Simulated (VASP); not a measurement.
A run of VASP 6.6.1 is set up as follows.

The input INCAR:

```
SYSTEM = Mo
AGGAC = 1.0 ; AGGAX = 1.0
ALDAC = 0.0 ; ALDAX = 1.0
ALGO = Normal ; EDIFF = 1E-7
ENCUT = 520 ; GGA = B5
GGA_COMPAT = .FALSE. ; ISIF = 2
ISMEAR = -1 ; IVDW = 12
LASPH = .TRUE. ; LCHARG = .FALSE.
LMAXMIX = 4 ; LORBIT = 11
LORBMOM = .TRUE. ; LREAL = .FALSE.
LSORBIT = .TRUE. ; LWAVE = .FALSE.
MAGMOM = 0 0 0 ; NBANDS = 25
NELM = 150 ; PREC = Accurate
SIGMA = 0.05 ; VDW_A1 = 0.4298
VDW_A2 = 4.2359 ; VDW_S6 = 1.0
VDW_S8 = 2.6996
```

File KPOINTS:

```
k-points
0
G
  11 11 11
  0 0 0
```

POSCAR

```
Mo
1.0
    0.0000000000      1.9877669319      1.9877669319
    1.9877669319      0.0000000000      1.9877669319
    1.9877669319      1.9877669319      0.0000000000
Mo
1
Direct
    0.0000000000      0.0000000000      0.0000000000
```

Potentials or basis: VASP PAW PBE potentials, release 64 (Mo_sv).

Command:

```bash
$ cat potpaw_PBE.64/Mo_sv/POTCAR > POTCAR
$ mpirun -np 1 vasp_ncl > vasp.out
```

**Question.** Estimate the net moment.

**Answer.** 0.00 μB per cell.

**Question.** Predict the dispersion energy per atom.

**Answer.** -1.677 eV.

**Question.** What does it give for the pressure?

**Answer.** -2.7 GPa.

Moments on the atoms (μB; x, y, z):
```
Mo  0.00 0.00 0.00
```

Caveat: three body term missing; the PAW data sets were made with another functional, which shifts forces and pressure a little.
